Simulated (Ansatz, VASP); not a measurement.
## Two plane-wave programs on TiO2

File POSCAR:

```
TiO2
1.0
    4.4129793542      0.0000000000      0.0000000000
    0.0000000000      4.4129793542      0.0000000000
    0.0000000000      0.0000000000      3.0440756372
Ti O
2 4
Direct
    0.0000000000      0.0000000000      0.0000000000
    0.5000000000      0.5000000000      0.5000000000
    0.3042568738      0.3042568738      0.0000000000
    0.1957431262      0.8042568738      0.5000000000
    0.8042568738      0.1957431262      0.5000000000
    0.6957431262      0.6957431262      0.0000000000
```

The input INCAR.step1:

```
SYSTEM = TiO2
PREC     = Accurate       ! precision mode
ENCUT    = 520            ! plane-wave cutoff, eV
ISMEAR   = 0              ! smearing method
SIGMA    = 0.01           ! smearing width, eV
LREAL    = .False.        ! projectors in reciprocal space
LASPH    = .True.         ! aspherical terms in the spheres
NELM     = 100            ! most SCF steps
NBANDS   = 33             ! bands
GGA      = PE             ! functional
ALGO     = Normal         ! electronic algorithm
EDIFF    = 1E-4           ! SCF threshold, eV
LWAVE    = .True.         ! write WAVECAR
LCHARG   = .False.        ! write CHGCAR
```

File INCAR.step2:

```
SYSTEM = TiO2
PREC     = Accurate       ! precision mode
ENCUT    = 520            ! plane-wave cutoff, eV
EDIFF    = 1E-7           ! SCF threshold, eV
ISMEAR   = 0              ! smearing method
SIGMA    = 0.01           ! smearing width, eV
LREAL    = .False.        ! projectors in reciprocal space
LASPH    = .True.         ! aspherical terms in the spheres
NELM     = 100            ! most SCF steps
ALGO     = Normal         ! electronic algorithm
ISIF     = 2              ! what is computed and relaxed
LWAVE    = .False.        ! write WAVECAR
LCHARG   = .False.        ! write CHGCAR
METAGGA  = R2SCAN         ! meta-GGA
LMIXTAU  = .True.       
NBANDS   = 33             ! bands
ISTART   = 1
```

The input KPOINTS:

```
Automatic mesh
0
Gamma
  6 6 8
  0 0 0
```

Input for Ansatz:

```yaml
crystal:
  lattice:
    - [4.4129793542, 0.0, 0.0]
    - [0.0, 4.4129793542, 0.0]
    - [0.0, 0.0, 3.0440756372]
  atoms:
    - { symbol: Ti, position: [0.0, 0.0, 0.0] }
    - { symbol: Ti, position: [0.5, 0.5, 0.5] }
    - { symbol: O, position: [0.3042568738, 0.3042568738, 0.0] }
    - { symbol: O, position: [0.1957431262, 0.8042568738, 0.5] }
    - { symbol: O, position: [0.8042568738, 0.1957431262, 0.5] }
    - { symbol: O, position: [0.6957431262, 0.6957431262, 0.0] }
kpoints:
  mp_grid: { grid: [6, 6, 8] }
  band_path:
    path:
      - [0.0, 0.0, 0.0]
      - [0.0, 0.5, 0.0]
      - [0.5, 0.5, 0.0]
      - [0.0, 0.0, 0.5]
      - [0.0, 0.5, 0.5]
      - [0.5, 0.5, 0.5]
    npoints: 1
hamiltonian:
  xc: r2scan
scf:
  occupations: { method: fixed }
  n_extra_bands: 5
output:
  forces: true
  stress: true
  eigenvalues: true
```

Change from the starting cell: epitaxial_xy strain -4.0%.

Alike in both runs: task single point; functional r2SCAN; k mesh 6 × 6 × 8; no spin polarisation.

|  | VASP | Ansatz |
| --- | --- | --- |
| version | VASP 6.6.1 | Ansatz 0.2.0 |
| potentials or method | VASP PAW PBE potentials, release 64 (Ti_sv, O) | plane waves, PAW |
| plane-wave cutoff (eV) | 520 | 500 |
| occupations | gaussian, width 0.01 eV | fixed |
| valence electrons in the cell | 48 | 48 |

VASP gave:

```
gap on the k mesh at the Fermi level (eV)                     : 2.32
pressure (GPa)                                                : 13.0
traceless stress, the component that is largest in VASP (GPa) : -11.33
```

Problem. What did Ansatz give for the same quantities?

Solution. gap on the k mesh at the Fermi level (eV): 2.32; pressure (GPa): 11.6; traceless stress, the component that is largest in VASP (GPa): -11.63.

VASP's potentials were made for PBE, not for r2SCAN.
